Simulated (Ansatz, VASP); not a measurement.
TiAl in VASP and in Ansatz

File POSCAR:

```
TiAl
1.0
    3.1557967821      0.0000000000      0.0000000000
    0.0000000000      3.1557967821      0.0000000000
    0.0000000000      0.0000000000      3.1557967821
Ti Al
1 1
Direct
    0.0000000000      0.0000000000      0.0000000000
    0.5000000000      0.5000000000      0.5000000000
```

The input INCAR.step1:

```
SYSTEM = TiAl
  PREC = Accurate
  ENCUT = 550
  ISMEAR = 0
  SIGMA = 0.1
  LREAL = .FALSE.
  LASPH = .TRUE.
  NELM = 120
  NBANDS = 14
  GGA = PE
  ALGO = Normal
  EDIFF = 1E-5
  LWAVE = .TRUE.
  LCHARG = .FALSE.
  GGA_COMPAT = .FALSE.
```

The input INCAR.step2:

```
SYSTEM = TiAl
  PREC = Accurate
  ENCUT = 550
  EDIFF = 1E-6
  ISMEAR = 0
  SIGMA = 0.1
  LREAL = .FALSE.
  LASPH = .TRUE.
  NELM = 120
  ALGO = Normal
  ISIF = 2
  LWAVE = .FALSE.
  LCHARG = .FALSE.
  METAGGA = R2SCAN
  LMIXTAU = .TRUE.
  NBANDS = 14
  ISTART = 1
  GGA_COMPAT = .FALSE.
```

KPOINTS

```
Automatic mesh
0
G
  14 14 14
  0 0 0
```

Input for Ansatz:

```yaml
crystal:
  lattice:
    - [3.1557967821, 0.0, 0.0]
    - [0.0, 3.1557967821, 0.0]
    - [0.0, 0.0, 3.1557967821]
  atoms:
    - { symbol: Ti, position: [0.0, 0.0, 0.0] }
    - { symbol: Al, position: [0.5, 0.5, 0.5] }
basis:
  ecutwfc: 500
kpoints:
  mp_grid: { grid: [14, 14, 14] }
hamiltonian:
  xc: r2scan
  pseudopotentials: { kind: paw, azcp: { folder: soft_1 } }
scf:
  occupations: { method: gaussian, width: 0.1 }
output:
  forces: true
  stress: true
  eigenvalues: true
```

Alike in both runs: task single point; functional r2SCAN; k mesh 14 × 14 × 14; occupations gaussian, width 0.1 eV; no spin polarisation.

|  | VASP | Ansatz |
| --- | --- | --- |
| version | VASP 6.6.1 | Ansatz 0.2.0 |
| potentials or method | VASP PAW PBE potentials, release 64 (Ti_sv, Al), cutoff 550 eV | scalar-relativistic, plane waves, PAW |
| valence electrons in the cell | 15 | 15 |

Ansatz gave:

```
gap on the k mesh at the Fermi level (eV) : none
pressure (GPa)                            : 1.8
```

Question: Which values does VASP return?

Answer: gap on the k mesh at the Fermi level (eV): none; pressure (GPa): 1.9.

VASP's potentials were made for PBE, not for r2SCAN. A gap of «none» marks a metal or a gap that the smearing closes. The functional is the same, so the differences come from potentials, cutoffs and numerics.
